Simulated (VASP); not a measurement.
Set up this calculation in VASP 6.6.1, as the native input.

- Task: single point
- Functional: PBE
- Potentials or basis: VASP PAW PBE potentials, release 64 (Ta_pv, Tl_d, Ag)
- Cutoff: 520 eV
- k mesh: 6 × 6 × 8
- Occupations: gaussian, width 0.1 eV
- Spin: no spin polarisation
- Dipole correction: no
- Further INCAR settings: ALGO = Fast; EDIFF = 1e-06; NBANDS = 50

The structure of TaTl3Ag3 lies in POSCAR:

```
TaTl3Ag3
1.0
    6.2236832277      0.0000000000      0.0000000000
   -3.1118416138      5.3898677803      0.0000000000
    0.0000000000      0.0000000000      4.8107852064
Ta Tl Ag
1 3 3
Direct
    0.6666666667      0.3333333333      0.5000000000
    0.1695371370      0.8304628630      0.5000000000
    0.1695371370      0.3390742740      0.5000000000
    0.6609257260      0.8304628630      0.5000000000
    0.8217921594      0.1782078406      0.0000000000
    0.8217921594      0.6435843187      0.0000000000
    0.3564156813      0.1782078406      0.0000000000
```

These files were run (other wordings do the same):

INCAR

```
SYSTEM = TaTl3Ag3
PREC = Accurate ; ENCUT = 520
EDIFF = 1E-6 ; ISMEAR = 0
SIGMA = 0.1 ; LREAL = .False.
LASPH = .True. ; NELM = 60
ALGO = Fast ; ISIF = 2
LWAVE = .False. ; LCHARG = .False.
GGA = PE ; NBANDS = 50
```

KPOINTS

```
Automatic mesh
0
Gamma
  6 6 8
  0 0 0
```

Potentials or basis: VASP PAW PBE potentials, release 64 (Ta_pv, Tl_d, Ag).

Command:

```console
$ cat potpaw_PBE.64/Ta_pv/POTCAR potpaw_PBE.64/Tl_d/POTCAR potpaw_PBE.64/Ag/POTCAR > POTCAR
$ mpirun -np 1 vasp_std > vasp.out
```

Results of the run:

| Item | Value |
| --- | --- |
| Pressure | 0.0 GPa |
| Largest force | 0.004 eV/Å |

It took 4.8 min on 1 thread of Intel Xeon 6975P-C, with other jobs on the host, peak memory 0.44 GiB.
